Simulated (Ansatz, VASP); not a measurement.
## Two plane-wave programs on Ti

```
Ti
1.0
     2.90044    0.00000    0.00000
    -1.45022    2.51185    0.00000
     0.00000    0.00000   33.36396
Ti
9
Direct
  0.66667 0.33333 0.22479
  0.33333 0.66667 0.29360
  0.66667 0.33333 0.36240
  0.33333 0.66667 0.43120
  0.66667 0.33333 0.50000
  0.33333 0.66667 0.56880
  0.66667 0.33333 0.63760
  0.33333 0.66667 0.70640
  0.66667 0.33333 0.77521
```

Alike in both runs: task single point; functional PBEsol; k mesh 12 × 12 × 1; occupations gaussian, width 0.1 eV; no spin polarisation.

|  | VASP | Ansatz |
| --- | --- | --- |
| version | VASP 6.6.1 | Ansatz 0.2.0 |
| potentials or method | VASP PAW PBE potentials, release 64 (Ti_sv), cutoff 520 eV | scalar-relativistic, plane waves, PAW |
| valence electrons in the cell | 108 | 108 |

VASP gave:

| Quantity | Value |
| --- | --- |
| gap on the k mesh at the Fermi level (eV) | none |
| rms of the force components (eV/Å) | 0.238 |

Problem. Which values does Ansatz return?

Solution. gap on the k mesh at the Fermi level (eV): none; rms of the force components (eV/Å): 0.236.

VASP's potentials were made for PBE, not for PBEsol. Atom by atom the forces differ by 0.003 eV/Å (rms over components). A gap of «none» marks a metal or a gap that the smearing closes. Ansatz's warnings: xc potential rough in thin density.
